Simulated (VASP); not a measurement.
# Si8HO16 (a cell with a defect) in VASP: notebook

Si8HO16 (a cell with a defect) is run at these levels: LDA; tasks: single point.

Everything below comes from runs of VASP 6.6.1. Logs are shortened: lines on timing, memory, paths and dates and some standing lists are left out, and cuts for length are marked.

## 1. The cell of the first run

The cell holds a defect, 25 atoms: a = 7.051 Å, b = 7.051 Å, c = 6.977 Å, α = 90.00°, β = 90.00°, γ = 90.00°.

## 2. Single point, LDA, collinear spin, ferromagnetic start

File INCAR:

```
PREC = Accurate ; ENCUT = 520
EDIFF = 1E-6 ; ISMEAR = -1
SIGMA = 0.02 ; LREAL = Auto
LASPH = T ; NELM = 150
ALGO = Normal ; ISIF = 2
LWAVE = F ; LCHARG = F
ISPIN = 2 ; MAGMOM = 0 0 0 0 0 0 0 0 0 0 0 0 0 0 0 0 0 0 0 0 0 0 0 0 0.7
LORBIT = 11 ; GGA = CA
NBANDS = 86
```

File KPOINTS:

```
Automatic mesh
0
Gamma
  1 1 1
```

File POSCAR:

```
Si8HO16
1.0
   -4.9860000000     -4.9860000000      0.0000000000
    4.9860000000     -4.9860000000      0.0000000000
    0.0000000000      0.0000000000      6.9770000000
Si O H
8 16 1
Direct
    0.1964600882      0.4990874448     -0.0074960585
   -0.0002005616      0.2074608905      0.2541780135
    0.8030485359      0.5038908945      0.5049304859
    0.0003208985      0.8145407140      0.7516984377
    0.7067589250      0.0071801043      0.0166260570
    0.5086141195      0.7017749699      0.2461946395
    0.2981849178     -0.0014540714      0.5018345994
    0.4933914962      0.2992278379      0.7551956428
    0.3377757722      0.5754211793      0.1601834599
    0.9402827918      0.3509326113      0.4213845492
    0.6687224228      0.4344063377      0.6784864555
    0.0552547132      0.6660048135      0.9260570446
    0.9130164460      0.6881869234      0.5758062204
    0.6752908143      0.5677898115      0.3242797764
    0.0805455275      0.3346369836      0.0926472696
    0.3246590453      0.4274669073      0.8182026659
    0.8140292820      0.0845266747      0.2001719937
    0.4161351785      0.8149117529      0.4244661029
    0.1593361412      0.9435318893      0.6745879318
    0.5789711191      0.1748796631      0.9421097893
    0.4440132371      0.1564279984      0.5806363767
    0.1652226233      0.0608303249      0.3170990397
    0.5874849579      0.8353389491      0.0814533467
    0.8406237465      0.9685619735      0.8275763222
    0.2200060168     -0.0424889691      0.0060627777
```

Potentials or basis: VASP PAW LDA potentials, release 64 (Si, O, H).

Launch:

```bash
$ cat potpaw_LDA.64/Si/POTCAR potpaw_LDA.64/O/POTCAR potpaw_LDA.64/H/POTCAR > POTCAR
$ mpirun -np 1 vasp_gam > vasp.out
```

OUTCAR:

```text
PREC = Accurate
   ENCUT = 520
   EDIFF = 1E-6
   ISMEAR = -1
   LREAL = Auto
   LASPH = T
   NELM = 150
   ISIF = 2
   ISPIN = 2
   LORBIT = 11
   GGA = CA

 ion  position               nearest neighbor table
   1  0.196  0.499  0.993-  15 1.58  16 1.60  12 1.61   9 1.63   8 3.02   2 3.08   4 3.11
   2  1.000  0.207  0.254-  15 1.55  10 1.60  17 1.62  22 1.62   5 3.00   3 3.06   1 3.08   7 3.10

   3  0.803  0.504  0.505-  10 1.56  13 1.59  14 1.61  11 1.61   2 3.06   6 3.08   4 3.11   8 3.15

   4  0.000  0.815  0.752-  19 1.54  13 1.64  12 1.65  24 1.65   7 3.02   5 3.09   1 3.11   3 3.11

   5  0.707  0.007  0.017-  23 1.54  20 1.57  17 1.58  24 1.64   2 3.00   6 3.03   4 3.09   8 3.14

   6  0.509  0.702  0.246-  23 1.59  14 1.60   9 1.61  18 1.62   5 3.03   3 3.08   7 3.12
   7  0.298  0.999  0.502-  19 1.60  21 1.61  18 1.63  22 1.65   4 3.02   8 3.08   2 3.10   6 3.12

   8  0.493  0.299  0.755-  16 1.56  21 1.62  11 1.65  20 1.68   1 3.02   7 3.08   5 3.14   3 3.15

   9  0.338  0.575  0.160-   6 1.61   1 1.63
  10  0.940  0.351  0.421-   3 1.56   2 1.60
  11  0.669  0.434  0.678-   3 1.61   8 1.65
  12  0.055  0.666  0.926-   1 1.61   4 1.65
  13  0.913  0.688  0.576-   3 1.59   4 1.64
  14  0.675  0.568  0.324-   6 1.60   3 1.61
[... 8 lines left out ...]
  23  0.587  0.835  0.081-   5 1.54   6 1.59
  24  0.841  0.969  0.828-   5 1.64   4 1.65
  25  0.220  0.958  0.006-

  LATTYP: Found a simple tetragonal cell.
 ALAT       =     7.0512688220
 C/A-ratio  =     0.9894673109

  Lattice vectors:

 A1 = (  -4.9860000000,  -4.9860000000,   0.0000000000)
 A2 = (   4.9860000000,  -4.9860000000,   0.0000000000)
 A3 = (   0.0000000000,   0.0000000000,   6.9770000000)

Analysis of symmetry for initial positions (statically):
=====================================================================
 Subroutine PRICEL returns:
 Original cell was already a primitive cell.

 Routine SETGRP: Setting up the symmetry group for a
 simple tetragonal supercell.

 Subroutine GETGRP returns: Found  1 space group operations
 (whereof  1 operations were pure point group operations)
 out of a pool of 16 trial point group operations.

The static configuration has the point symmetry C_1 .

Analysis of symmetry for dynamics (positions and initial velocities):
=====================================================================
 Subroutine PRICEL returns:
 Original cell was already a primitive cell.

 Routine SETGRP: Setting up the symmetry group for a
 simple tetragonal supercell.

 Subroutine GETGRP returns: Found  1 space group operations
 (whereof  1 operations were pure point group operations)
 out of a pool of 16 trial point group operations.

The dynamic configuration has the point symmetry C_1 .

Analysis of structural, dynamic, and magnetic symmetry:
=====================================================================
 Subroutine PRICEL returns:
 Original cell was already a primitive cell.

 Routine SETGRP: Setting up the symmetry group for a
 simple tetragonal supercell.

 Subroutine GETGRP returns: Found  1 space group operations
 (whereof  1 operations were pure point group operations)
 out of a pool of 16 trial point group operations.

The overall configuration has the point symmetry C_1 .

 Subroutine INISYM returns: Found  1 space group operations
 (whereof  1 operations are pure point group operations),
 and found     1 'primitive' translations

----------------------------------------------------------------------------------------

                                     Primitive cell

  volume of cell :     346.8992

  direct lattice vectors                    reciprocal lattice vectors
    -4.986000000 -4.986000000  0.000000000    -0.100280786 -0.100280786  0.000000000
     4.986000000 -4.986000000  0.000000000     0.100280786 -0.100280786  0.000000000
     0.000000000  0.000000000  6.977000000     0.000000000  0.000000000  0.143328078

  length of vectors
     7.051268822  7.051268822  6.977000000     0.141818448  0.141818448  0.143328078

  position of ions in fractional coordinates (direct lattice)
     0.196460088  0.499087445  0.992503941
[... 84 lines left out ...]
   total plane-waves  NPLWV = 157464
   dimension x,y,z NGX =    54 NGY =   54 NGZ =   54
   dimension x,y,z NGXF=   108 NGYF=  108 NGZF=  108
   ions per type =               8  16   1
   NGX,Y,Z   is equivalent  to a cutoff of  12.73, 12.73, 12.87 a.u.
   NGXF,Y,Z  is equivalent  to a cutoff of  25.46, 25.46, 25.73 a.u.
 SYSTEM =  unknown system
   PREC   = accura    normal or accurate (medium, high low for compatibility)
   ISTART =      0    job   : 0-new  1-cont  2-samecut
   ICHARG =      2    charge: 1-file 2-atom 10-const
   ISPIN  =      2    spin polarized calculation?
   LNONCOLLINEAR =      F non collinear calculations
   LSORBIT =      F    spin-orbit coupling
   LASPH  =      T    aspherical Exc in radial PAW
   ENCUT  =  520.0 eV  38.22 Ry    6.18 a.u.  13.11 13.11 12.97*2*pi/ulx,y,z
   NELM   =    150;   NELMIN=  2; NELMDL= -5     # of ELM steps
   EDIFF  = 0.1E-05   stopping-criterion for ELM
   LREAL  =      T    real-space projection
   EDIFFG = 0.1E-04   stopping-criterion for IOM
   NSW    =      0    number of steps for IOM
   IBRION =     -1    ionic relax: 0-MD 1-quasi-New 2-CG
   NFREE  =      0    steps in history (QN), initial steepest desc. (CG)
   ISIF   =      2    stress and relaxation
   ISYM   =      2    0-nonsym 1-usesym 2-fastsym
   POTIM  = 0.5000    time-step for ionic-motion
   TEBEG  =    0.0;   TEEND  =   0.0 temperature during run
   PSTRESS=    0.0 pullay stress
   NELECT =     129.0000    total number of electrons
   NUPDOWN=      -1.0000    fix difference up-down
   EMIN   =  10.00;   EMAX   =-10.00  energy-range for DOS
   EFERMI =   0.00;   METHOD = LEGACY
   ISMEAR =    -1;   SIGMA  =   0.02  broadening in eV -4-tet -1-fermi 0-gaus
   EFERMI_NEDOS =   21; number of points for ismear=-14 and -15
   IALGO  =     38    algorithm
   IMIX   =      4    mixing-type and parameters
     AMIX     =   0.40;   BMIX     =  1.00
     AMIX_MAG =   1.60;   BMIX_MAG =  1.00
  volume/ion in A,a.u.               =      13.88        93.64
  Fermi-wavevector in a.u.,A,eV,Ry     =   1.177254  2.224688 18.856693  1.385928
  Thomas-Fermi vector in A             =   2.313604
   LORBIT       =     11    0 simple, 1 ext, 2 COOP (PROOUT), +10 PAW based schemes
   GGA     = CA    functional components
   LHFCALC =     F    Hartree Fock is set to
   AEXX    =    0.0000 exact exchange contribution
   IVDW    =     0    specifies the selected vdW correction
   LEPSILON=     F    determine dielectric tensor
   LRPA    =     F    only Hartree local field effects (RPA)
 spin polarized calculation
  energy-cutoff  :      520.00
  volume of cell :      346.90
 maximum number of plane-waves:      4657
 NGX is ok and might be reduce to    54
   NGX = 27   NGY = 27   NGZ = 25

 number of electron     129.0000009 magnetization       1.0000831

 Free energy of the ion-electron system (eV)
  ---------------------------------------------------
  ext. energy  EPLUGINS =         0.00000000
  ---------------------------------------------------
  free energy    TOTEN  =      -207.24667220 eV

  energy without entropy =     -207.24667220  energy(sigma->0) =     -207.24667220

 E-fermi :   1.6905     XC(G=0):  -9.0241

 val. band max:        1.1247654337   @ k =   0.0000   0.0000   0.0000
 cond. band min:       3.8105135778   @ k =   0.0000   0.0000   0.0000
 fundamental gap:      2.6857481440
 Fermi energy:         1.6905116879

 spin component 1

 k-point     1 :       0.0000    0.0000    0.0000
  band No.  band energies     occupation
      1     -19.4723      1.00000
      2     -18.8221      1.00000
      3     -18.7612      1.00000
      4     -18.6062      1.00000
      5     -18.3343      1.00000
      6     -18.2945      1.00000
[... 68 lines left out ...]
     75       9.2444      0.00000
     76       9.4374      0.00000
 Fermi energy:         1.6905116879

 spin component 2

 k-point     1 :       0.0000    0.0000    0.0000
  band No.  band energies     occupation
      1     -19.4609      1.00000
      2     -18.8046      1.00000
      3     -18.7538      1.00000
      4     -18.5987      1.00000
      5     -18.3248      1.00000
      6     -18.2828      1.00000
[... 68 lines left out ...]
     75       9.3487      0.00000
     76       9.4769      0.00000
 [bands above 76 left out]

------------------------ aborting loop because EDIFF is reached ----------------------------------------

  FORCE on cell =-STRESS in cart. coord.  units (eV):
  Direction    XX          YY          ZZ          XY          YZ          ZX
  --------------------------------------------------------------------------------------
  -------------------------------------------------------------------------------------
  Total        0.9790060      7.9900128      1.3338690     -0.2724862      3.8852312      2.1402208
  in kB        4.5216055     36.9024152      6.1605642     -1.2584961     17.9442035      9.8847548
  external PRESSURE =      15.8615283 kB  Pullay stress =       0.0000000 kB

 VOLUME and BASIS-vectors are now :
 -----------------------------------------------------------------------------
  energy-cutoff  :      520.00
  volume of cell :      346.90
      direct lattice vectors                 reciprocal lattice vectors
    -4.986000000 -4.986000000  0.000000000    -0.100280786 -0.100280786  0.000000000
     4.986000000 -4.986000000  0.000000000     0.100280786 -0.100280786  0.000000000
     0.000000000  0.000000000  6.977000000     0.000000000  0.000000000  0.143328078

 POSITION                                       TOTAL-FORCE (eV/Angst)
 -----------------------------------------------------------------------------------
      1.50890     -3.46800      6.92470         0.316829     -1.385359      1.422713
     -3.95060     -6.01940      1.77340        -0.468853      1.298242      1.462332
     -1.49160     -6.51640      3.52290         1.852740      0.537646      0.216820
      4.05970     -4.06290      5.24460         1.179653      3.398306      1.195408
     -3.48810     -3.55970      0.11600        -0.123897     -2.036635     -2.129151
      0.96310     -6.03500      1.71770        -0.030095      1.342083      0.723593
[... 17 lines left out ...]
      0.63790     -9.02060      5.77400        -1.338478      0.603367      0.733329
      3.67720     -5.87110      0.04230         0.019533     -0.101296      0.093883
 -----------------------------------------------------------------------------------
    total drift:                                0.012647     -0.010605     -0.004461

  FREE ENERGIE OF THE ION-ELECTRON SYSTEM (eV)
  ---------------------------------------------------
  free  energy   TOTEN  =      -207.2466722040 eV

  energy  without entropy=     -207.2466722040  energy(sigma->0) =     -207.24667220

 total charge

# of ion       s       p       d       tot
------------------------------------------
    1        0.652   1.034   0.000   1.687
    2        0.662   1.059   0.000   1.721
    3        0.660   1.057   0.000   1.717
    4        0.653   1.017   0.000   1.670
    5        0.673   1.087   0.000   1.760
    6        0.653   1.034   0.000   1.688
[... 17 lines left out ...]
   24        1.542   3.636   0.000   5.178
   25        0.368   0.002   0.000   0.370
--------------------------------------------------
tot         30.248  67.419   0.000  97.667

 magnetization (x)

# of ion       s       p       d       tot
------------------------------------------
    1       -0.000   0.000   0.000   0.000
    2        0.000  -0.000   0.000  -0.000
    3        0.000  -0.000   0.000   0.000
    4       -0.000  -0.001   0.000  -0.001
    5       -0.000  -0.000   0.000  -0.000
    6       -0.000  -0.000   0.000  -0.000
[... 17 lines left out ...]
   24        0.001   0.005   0.000   0.006
   25        0.343   0.000   0.000   0.344
--------------------------------------------------
tot          0.368   0.075   0.000   0.443
```

Wall time 3 min (1 thread of AMD EPYC 7R13, shared host); peak memory 0.29 GiB.

Results:

```yaml
Free_energy: -207.2467 eV
Pressure: 1.6 GPa
Largest_force: 4.075 eV/Å
Band_gap_on_the_k_mesh: 2.69 eV
Net_moment: 1.00 μB per cell
Site_moments: Si +0.00, -0.00; O +0.00, +0.03, +0.01, +0.02; H +0.34 μB
Valence_electrons_inside_the_program's_atomic_spheres: Si 1.69, 1.72, 1.67, 1.76, 1.65, 1.64; O 5.22, 5.28, 5.20, 5.23, 5.24, 5.30, 5.27, 5.21, 5.19, 5.29, 5.18; H 0.37
```

Forces in eV/Å, atoms in the order of the input:
```
Si   0.317 -1.385  1.423
Si  -0.469  1.298  1.462
Si   1.853  0.538  0.217
Si   1.180  3.398  1.195
Si  -0.124 -2.037 -2.129
Si  -0.030  1.342  0.724
Si  -0.480  0.258 -1.671
Si  -3.762 -1.531  0.332
O    0.006  0.052 -0.545
O   -1.567  0.097  0.539
O   -0.018  1.047  0.351
O    0.379 -0.349 -0.904
O   -0.037 -1.265  0.912
O    0.387  0.173 -0.294
O    0.201 -0.366 -2.126
O    1.257  0.558 -0.115
O   -0.587 -1.146  0.625
O    0.755 -0.606  0.510
O   -0.809 -2.164 -0.640
O    3.203  0.001 -1.883
O    0.422  0.355 -0.083
O   -0.344 -0.580  1.222
O   -0.412  1.809  0.052
O   -1.338  0.603  0.733
H    0.020 -0.101  0.094
```

Caveat: the k points lie up to 0.90 Å⁻¹ apart.

(Part 1 of 2 ends here.)
